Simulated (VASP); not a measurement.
# MnO2 (P4_2/mnm) in VASP: a series of runs

MnO2 is run at these levels: PBE+U; tasks: single point.

All numbers are computed with VASP 6.6.1; they aren't measurements. Logs are shortened: lines on timing, memory, paths and dates and some standing lists are left out, and cuts for length are marked.

### 1 The cell of the first run

It takes space group P4_2/mnm (No. 136, tetragonal). Conventional cell: a = 4.495 Å, b = 4.495 Å, c = 2.955 Å, α = 90.00°, β = 90.00°, γ = 90.00°. Mn (site symmetry mmm) has 6 O at 1.93 Å within 2.6 Å. O (site symmetry m2m) has 3 Mn at 1.93 Å and 1 O at 2.49 Å within 2.6 Å.

### 2 Single point, PBE+U, collinear spin, antiferromagnetic start

File INCAR:

```
SYSTEM = MnO2
PREC     = Accurate       ! precision mode
ENCUT    = 600            ! plane-wave cutoff, eV
EDIFF    = 1E-6           ! SCF threshold, eV
ISMEAR   = 0              ! smearing method
SIGMA    = 0.0147         ! smearing width, eV
LREAL    = .False.        ! projectors in reciprocal space
LASPH    = .True.         ! aspherical terms in the spheres
NELM     = 200            ! most SCF steps
ALGO     = Normal         ! electronic algorithm
ISIF     = 2              ! what is computed and relaxed
LWAVE    = .False.        ! write WAVECAR
LCHARG   = .False.        ! write CHGCAR
ISPIN    = 2              ! spin polarisation
MAGMOM   = 2.5 -2.5 0 0 0 0 ! initial moments
LORBIT   = 11             ! projections on sites
LMAXMIX  = 4              ! l up to which the mixer works
LDAU     = .True.         ! DFT+U
LDAUTYPE = 2            
LDAUL    = 2 -1           ! shell
LDAUU    = 2.27 0         ! U, eV
LDAUJ    = 0 0          
LDAUPRINT= 1            
GGA      = PE             ! functional
NBANDS   = 38             ! bands
GGA_COMPAT= .False.
```

File KPOINTS:

```
Automatic mesh
0
Gamma
  4 4 6
  0 0 0
```

File POSCAR:

```
MnO2
1.0
    4.4952209400      0.0000000000      0.0000000000
    0.0000000000      4.4952209400      0.0000000000
    0.0000000000      0.0000000000      2.9549410200
Mn O
2 4
Direct
    0.0000000000      0.0000000000      0.0000000000
    0.5000000000      0.5000000000      0.5000000000
    0.3040000000      0.3040000000      0.0000000000
    0.6960000000      0.6960000000      0.0000000000
    0.8040000000      0.1960000000      0.5000000000
    0.1960000000      0.8040000000      0.5000000000
```

Potentials or basis: VASP PAW PBE potentials, release 64 (Mn_pv, O).

The run is started by

```bash
> cat potpaw_PBE.64/Mn_pv/POTCAR potpaw_PBE.64/O/POTCAR > POTCAR
> mpirun -np 1 vasp_std > vasp.out
```

OUTCAR:

```text
SYSTEM = MnO2
   PREC = Accurate
   ENCUT = 600
   EDIFF = 1E-6
   ISMEAR = 0
   LREAL = .False.
   LASPH = .True.
   NELM = 200
   ISIF = 2
   ISPIN = 2
   LORBIT = 11
   GGA = PE

 ion  position               nearest neighbor table
   1  0.000  0.000  0.000-   3 1.93   4 1.93   5 1.93   6 1.93   5 1.93   6 1.93
   2  0.500  0.500  0.500-   5 1.93   6 1.93   3 1.93   4 1.93   3 1.93   4 1.93
   3  0.304  0.304  0.000-   1 1.93   2 1.93   2 1.93
   4  0.696  0.696  0.000-   1 1.93   2 1.93   2 1.93
   5  0.804  0.196  0.500-   2 1.93   1 1.93   1 1.93
   6  0.196  0.804  0.500-   2 1.93   1 1.93   1 1.93

  LATTYP: Found a simple tetragonal cell.
 ALAT       =     4.4952209400
 C/A-ratio  =     0.6573516762

  Lattice vectors:

 A1 = (   4.4952209400,   0.0000000000,   0.0000000000)
 A2 = (   0.0000000000,   4.4952209400,   0.0000000000)
 A3 = (   0.0000000000,   0.0000000000,   2.9549410200)

Analysis of symmetry for initial positions (statically):
=====================================================================
 Subroutine PRICEL returns:
 Original cell was already a primitive cell.

 Routine SETGRP: Setting up the symmetry group for a
 simple tetragonal supercell.

 Subroutine GETGRP returns: Found 16 space group operations
 (whereof  8 operations were pure point group operations)
 out of a pool of 16 trial point group operations.

The static configuration has the point symmetry D_2h.
 The point group associated with its full space group is D_4h.

Analysis of symmetry for dynamics (positions and initial velocities):
=====================================================================
 Subroutine PRICEL returns:
 Original cell was already a primitive cell.

 Routine SETGRP: Setting up the symmetry group for a
 simple tetragonal supercell.

 Subroutine GETGRP returns: Found 16 space group operations
 (whereof  8 operations were pure point group operations)
 out of a pool of 16 trial point group operations.

The dynamic configuration has the point symmetry D_2h.
 The point group associated with its full space group is D_4h.

Analysis of structural, dynamic, and magnetic symmetry:
=====================================================================
 Subroutine PRICEL returns:
 Original cell was already a primitive cell.

 Routine SETGRP: Setting up the symmetry group for a
 simple tetragonal supercell.

 Subroutine GETGRP returns: Found 16 space group operations
 (whereof  8 operations were pure point group operations)
 out of a pool of 16 trial point group operations.

The overall configuration has the point symmetry D_2h.
 The point group associated with its full space group is D_4h.

 Subroutine INISYM returns: Found 16 space group operations
 (whereof  8 operations are pure point group operations),
 and found     1 'primitive' translations

----------------------------------------------------------------------------------------

                                     Primitive cell

  volume of cell :      59.7105

  direct lattice vectors                    reciprocal lattice vectors
     4.495220940  0.000000000  0.000000000     0.222458476  0.000000000  0.000000000
     0.000000000  4.495220940  0.000000000     0.000000000  0.222458476  0.000000000
     0.000000000  0.000000000  2.954941020     0.000000000  0.000000000  0.338416230

  length of vectors
     4.495220940  4.495220940  2.954941020     0.222458476  0.222458476  0.338416230

  position of ions in fractional coordinates (direct lattice)
     0.000000000  0.000000000  0.000000000
     0.500000000  0.500000000  0.500000000
     0.304000000  0.304000000  0.000000000
     0.696000000  0.696000000  0.000000000
[... 155 lines left out ...]
  o =  0.4825  v =  0.0000  0.7071 -0.0000 -0.7071  0.0000  0.0000  0.0000  0.0000  0.0000  0.0000      0.0000  0.0000  0.0000  0.0000  0.0000  0.0000  0.0000  0.0000  0.0000  0.0000
  o =  0.9520  v = -0.5264 -0.0000 -0.8502 -0.0000  0.0000  0.0000  0.0000  0.0000  0.0000  0.0000      0.0000  0.0000  0.0000  0.0000  0.0000  0.0000  0.0000  0.0000  0.0000  0.0000
  o =  0.9566  v = -0.0000  0.7071 -0.0000  0.7071 -0.0000  0.0000  0.0000  0.0000  0.0000  0.0000      0.0000  0.0000  0.0000  0.0000  0.0000  0.0000  0.0000  0.0000  0.0000  0.0000
  o =  0.9575  v =  0.0000  0.0000  0.0000  0.0000  1.0000  0.0000  0.0000  0.0000  0.0000  0.0000      0.0000  0.0000  0.0000  0.0000  0.0000  0.0000  0.0000  0.0000  0.0000  0.0000

atom =   2  type =  1  l = 2

 onsite density matrix

spin component  1

  0.2453  0.0000  0.1123  0.0000 -0.0000
  0.0000  0.2311  0.0000  0.1005  0.0000
  0.1123  0.0000  0.1399  0.0000 -0.0000
  0.0000  0.1005  0.0000  0.2311  0.0000
 -0.0000  0.0000 -0.0000  0.0000  0.1494

spin component  2

  0.6052  0.0000 -0.2147  0.0000  0.0000
  0.0000  0.7195  0.0000 -0.2370  0.0000
 -0.2147  0.0000  0.8190  0.0000 -0.0000
  0.0000 -0.2370  0.0000  0.7195  0.0000
  0.0000  0.0000 -0.0000  0.0000  0.9575

 occupancies and eigenvectors

  o =  0.0685  v = -0.5363  0.0000  0.8440 -0.0000  0.0000  0.0000  0.0000  0.0000  0.0000  0.0000      0.0000  0.0000  0.0000  0.0000  0.0000  0.0000  0.0000  0.0000  0.0000  0.0000
  o =  0.1306  v = -0.0000 -0.7071  0.0000  0.7071  0.0000  0.0000  0.0000  0.0000  0.0000  0.0000      0.0000  0.0000  0.0000  0.0000  0.0000  0.0000  0.0000  0.0000  0.0000  0.0000
  o =  0.1494  v = -0.0000 -0.0000  0.0000  0.0000 -1.0000  0.0000  0.0000  0.0000  0.0000  0.0000      0.0000  0.0000  0.0000  0.0000  0.0000  0.0000  0.0000  0.0000  0.0000  0.0000
  o =  0.3167  v = -0.8440 -0.0000 -0.5363 -0.0000  0.0000  0.0000  0.0000  0.0000  0.0000  0.0000      0.0000  0.0000  0.0000  0.0000  0.0000  0.0000  0.0000  0.0000  0.0000  0.0000
  o =  0.3316  v =  0.0000 -0.7071  0.0000 -0.7071 -0.0000  0.0000  0.0000  0.0000  0.0000  0.0000      0.0000  0.0000  0.0000  0.0000  0.0000  0.0000  0.0000  0.0000  0.0000  0.0000
  o =  0.4722  v =  0.0000  0.0000  0.0000  0.0000  0.0000  0.8502 -0.0000  0.5264  0.0000  0.0000      0.0000  0.0000  0.0000  0.0000  0.0000  0.0000  0.0000  0.0000  0.0000  0.0000
  o =  0.4825  v =  0.0000  0.0000  0.0000  0.0000  0.0000  0.0000 -0.7071  0.0000 -0.7071 -0.0000      0.0000  0.0000  0.0000  0.0000  0.0000  0.0000  0.0000  0.0000  0.0000  0.0000
  o =  0.9520  v =  0.0000  0.0000  0.0000  0.0000  0.0000  0.5264  0.0000 -0.8502  0.0000 -0.0000      0.0000  0.0000  0.0000  0.0000  0.0000  0.0000  0.0000  0.0000  0.0000  0.0000
  o =  0.9566  v =  0.0000  0.0000  0.0000  0.0000  0.0000  0.0000  0.7071  0.0000 -0.7071  0.0000      0.0000  0.0000  0.0000  0.0000  0.0000  0.0000  0.0000  0.0000  0.0000  0.0000
  o =  0.9575  v =  0.0000  0.0000  0.0000  0.0000  0.0000  0.0000 -0.0000 -0.0000  0.0000  1.0000      0.0000  0.0000  0.0000  0.0000  0.0000  0.0000  0.0000  0.0000  0.0000  0.0000

 number of electron      49.9999998 magnetization       0.0000000

 Free energy of the ion-electron system (eV)
  ---------------------------------------------------
  ext. energy  EPLUGINS =         0.00000000
  ---------------------------------------------------
  free energy    TOTEN  =       -44.53466607 eV

  energy without entropy =      -44.53466607  energy(sigma->0) =      -44.53466607

 E-fermi :   4.3120     XC(G=0): -11.6169

 val. band max:        4.2493825308   @ k =   0.0000   0.0000   0.0000
 cond. band min:       4.4052787906   @ k =   0.0000   0.0000   0.0000
 fundamental gap:      0.1558962598
 Fermi energy:         4.3119934407

 spin component 1

 k-point     1 :       0.0000    0.0000    0.0000
  band No.  band energies     occupation
      1     -46.5122      1.00000
      2     -46.4468      1.00000
      3     -46.3772      1.00000
      4     -43.3353      1.00000
      5     -43.2543      1.00000
      6     -43.2486      1.00000
[... 949 lines left out ...]
     36      17.3073      0.00000
     37      19.1386      0.00000
 Fermi energy:         4.3119934407

 spin component 2

 k-point     1 :       0.0000    0.0000    0.0000
  band No.  band energies     occupation
      1     -46.5122      1.00000
      2     -46.4468      1.00000
      3     -46.3772      1.00000
      4     -43.3353      1.00000
      5     -43.2543      1.00000
      6     -43.2486      1.00000
[... 949 lines left out ...]
     36      17.3073      0.00000
     37      19.1386      0.00000
 [bands above 37 left out]

------------------------ aborting loop because EDIFF is reached ----------------------------------------

  FORCE on cell =-STRESS in cart. coord.  units (eV):
  Direction    XX          YY          ZZ          XY          YZ          ZX
  --------------------------------------------------------------------------------------
  -------------------------------------------------------------------------------------
  Total       -2.9804516     -2.9804516     -4.0765493      0.0000000      0.0000000      0.0000000
  in kB      -79.9726983    -79.9726983   -109.3836426      0.0000000      0.0000000      0.0000000
  external PRESSURE =     -89.7763464 kB  Pullay stress =       0.0000000 kB

 VOLUME and BASIS-vectors are now :
 -----------------------------------------------------------------------------
  energy-cutoff  :      600.00
  volume of cell :       59.71
      direct lattice vectors                 reciprocal lattice vectors
     4.495220940  0.000000000  0.000000000     0.222458476  0.000000000  0.000000000
     0.000000000  4.495220940  0.000000000     0.000000000  0.222458476  0.000000000
     0.000000000  0.000000000  2.954941020     0.000000000  0.000000000  0.338416230

 POSITION                                       TOTAL-FORCE (eV/Angst)
 -----------------------------------------------------------------------------------
      0.00000      0.00000      0.00000        -0.000000      0.000000      0.000000
      2.24761      2.24761      1.47747        -0.000000      0.000000      0.000000
      1.36655      1.36655      0.00000         0.248589      0.248589     -0.000000
      3.12867      3.12867      0.00000        -0.248589     -0.248589      0.000000
      3.61416      0.88106      1.47747         0.248589     -0.248589      0.000000
      0.88106      3.61416      1.47747        -0.248589      0.248589      0.000000
 -----------------------------------------------------------------------------------
    total drift:                                0.000000      0.000000      0.000000

  FREE ENERGIE OF THE ION-ELECTRON SYSTEM (eV)
  ---------------------------------------------------
  free  energy   TOTEN  =       -44.5346660727 eV

  energy  without entropy=      -44.5346660727  energy(sigma->0) =      -44.53466607

 total charge

# of ion       s       p       d       tot
------------------------------------------
    1        0.327   6.408   4.788  11.523
    2        0.327   6.408   4.788  11.523
    3        1.562   3.435   0.000   4.997
    4        1.562   3.435   0.000   4.997
    5        1.562   3.435   0.000   4.997
    6        1.562   3.435   0.000   4.997
--------------------------------------------------
tot          6.903  26.556   9.576  43.035

 magnetization (x)

# of ion       s       p       d       tot
------------------------------------------
    1        0.016   0.025   2.822   2.863
    2       -0.016  -0.025  -2.822  -2.863
    3       -0.001  -0.014   0.000  -0.015
    4       -0.001  -0.014   0.000  -0.015
    5        0.001   0.014   0.000   0.015
    6        0.001   0.014   0.000   0.015
--------------------------------------------------
tot          0.000   0.000  -0.000  -0.000
```

Wall time 2.4 min (1 thread of Intel Xeon 8259CL, shared host); peak memory 0.26 GiB.

What came out:

- Free energy: -44.5347 eV
- Pressure: -9.0 GPa
- Largest force: 0.352 eV/Å
- Band gap on the k mesh: 0.16 eV
- Net moment: 0.00 μB per cell
- Site moments: Mn +2.86, -2.86; O -0.01, +0.01 (each value once) μB
- Valence electrons inside the program's atomic spheres: Mn 11.52; O 5.00

Forces in eV/Å, atoms in the order of the input:
```
Mn   0.000  0.000  0.000
Mn   0.000  0.000  0.000
O    0.249  0.249  0.000
O   -0.249 -0.249  0.000
O    0.249 -0.249  0.000
O   -0.249  0.249  0.000
```

Stress tensor (GPa, compression positive):
```
 -8.00   0.00   0.00
  0.00  -8.00   0.00
  0.00   0.00 -10.94
```

Eigenvalues of the final occupation matrices:
```
    site  spin  trace               eigenvalues
site 1 d     1   3.82  0.47 0.48 0.95 0.96 0.96
site 1 d     2   1.00  0.07 0.13 0.15 0.32 0.33
site 2 d     1   1.00  0.07 0.13 0.15 0.32 0.33
site 2 d     2   3.82  0.47 0.48 0.95 0.96 0.96
```

Caveat: the cell stands under tension. A k mesh can miss the band edges.

(Continued in part 2 of 2.)
